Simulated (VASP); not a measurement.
Set up this calculation in VASP 6.6.1, as the native input.

```
Task                   : single point
Functional             : PBE
Potentials or basis    : VASP PAW PBE potentials, release 64 (Cd, Se)
Cutoff                 : 500 eV
k mesh                 : 4 × 4 × 4
Occupations            : gaussian, width 0.01 eV
Spin                   : no spin polarisation
Dipole correction      : no
Further INCAR settings : ALGO = Normal; EDIFF = 1e-06; NBANDS = 16
```

The structure of CdSe lies in POSCAR:

```
CdSe
1.0
    0.0000000000      3.0678017004      3.0678017004
    3.1696527169      0.0000000000      3.0678017004
    3.1696527169      3.0678017004      0.0000000000
Cd Se
1 1
Direct
    0.0000000000      0.0000000000      0.0000000000
    0.7500000000      0.7500000000      0.7500000000
```

This cell differs from its parent crystal: uniaxial x strain +3.3%.

One way to write it, as run:

INCAR

```
PREC = Accurate ; ENCUT = 500
EDIFF = 1E-6 ; ISMEAR = 0
SIGMA = 0.01 ; LREAL = False
LASPH = True ; NELM = 120
ALGO = Normal ; ISIF = 2
LWAVE = False ; LCHARG = False
GGA = PE ; NBANDS = 16
GGA_COMPAT = False
```

KPOINTS

```
Automatic mesh
0
Gamma
  4 4 4
```

Potentials or basis: VASP PAW PBE potentials, release 64 (Cd, Se).

Launch:

```bash
$ cat potpaw_PBE.64/Cd/POTCAR potpaw_PBE.64/Se/POTCAR > POTCAR
$ mpirun -np 1 vasp_std > vasp.out
```

Results of the run:

```
Pressure               : 0.2 GPa
Band gap on the k mesh : 0.43 eV, direct
```

Caveat: the k points lie up to 0.44 Å⁻¹ apart; the cell differs from its parent crystal (uniaxial x strain +3.3%).

It took 8.9 s on 1 thread of Intel(R) Xeon(R) Platinum 8488C (Sapphire Rapids) (shared host), peak memory 0.17 GiB.
